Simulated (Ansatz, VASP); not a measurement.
Ni: VASP beside Ansatz

The input POSCAR:

```
Ni
1.0
    2.4802374197      0.0000000000      0.0000000000
   -1.2401187098      2.1479486129      0.0000000000
    0.0000000000      0.0000000000      4.1264032895
Ni
2
Direct
    0.6666666667      0.3333333333      0.7500000000
    0.3333333333      0.6666666667      0.2500000000
```

File INCAR.step1:

```
ALGO = Normal ; EDIFF = 1E-4
ENCUT = 520 ; GGA = PE
ISMEAR = -1 ; ISPIN = 2
LASPH = T ; LCHARG = F
LMAXMIX = 4 ; LREAL = F
LWAVE = T ; MAGMOM = 1 1
NBANDS = 21 ; NELM = 150
PREC = Accurate ; SIGMA = 0.05
```

The input INCAR.step2:

```
ALGO = Normal ; EDIFF = 1E-7
ENCUT = 520 ; ISIF = 2
ISMEAR = -1 ; ISPIN = 2
ISTART = 1 ; LASPH = T
LCHARG = F ; LMAXMIX = 4
LMIXTAU = T ; LORBIT = 11
LREAL = F ; LWAVE = F
MAGMOM = 1 1 ; METAGGA = R2SCAN
NBANDS = 21 ; NELM = 150
PREC = Accurate ; SIGMA = 0.05
```

Contents of KPOINTS:

```
k-points
0
Gamma
  12 12 7
```

The input input.yaml:

```yaml
crystal:
  lattice:
    - [2.4802374197, 0.0, 0.0]
    - [-1.2401187098, 2.1479486129, 0.0]
    - [0.0, 0.0, 4.1264032895]
  atoms:
    - { symbol: Ni, position: [0.6666666667, 0.3333333333, 0.75], spin: 1.0 }
    - { symbol: Ni, position: [0.3333333333, 0.6666666667, 0.25], spin: 1.0 }
hamiltonian:
  xc: r2scan
  pseudopotentials: { kind: paw }
magnetization:
  spin_polarized: true
kpoints:
  mp_grid: { grid: [12, 12, 7] }
scf:
  occupations: { method: fermi_dirac, width: 0.05 }
output:
  forces: true
  stress: true
  eigenvalues: true
```

Alike in both runs: task single point; functional r2SCAN; k mesh 12 × 12 × 7; occupations fermi-dirac, width 0.05 eV; collinear spin.

|  | VASP | Ansatz |
| --- | --- | --- |
| version | VASP 6.6.1 | Ansatz 0.2.0 |
| potentials or method | VASP PAW PBE potentials, release 64 (Ni) | Ansatz PAW |
| plane-wave cutoff (eV) | 520 | 500 |
| valence electrons in the cell | 20 | 36 |

```csv
,VASP,Ansatz,Ansatz less VASP
gap on the k mesh at the Fermi level (eV),none,none,-
pressure (GPa),-7.7,-8.0,-0.31
"traceless stress, the component that is largest in VASP (GPa)",0.03,0.17,+0.142
net moment per atom (μB),0.73,0.76,+0.034
size of the moment on the site where the two differ most (μB),0.75,0.83,+0.077
```

VASP's potentials were made for PBE, not for r2SCAN. Site moments also hang on the region over which each program counts them. A gap of «none» marks a metal or a gap that the smearing closes. VASP's potentials hold 20 valence electrons a cell and Ansatz's 36, so a difference there can come from the potentials and not from the codes.

Noted on Ansatz's run: the magnetic or orbital state may not be the lowest.
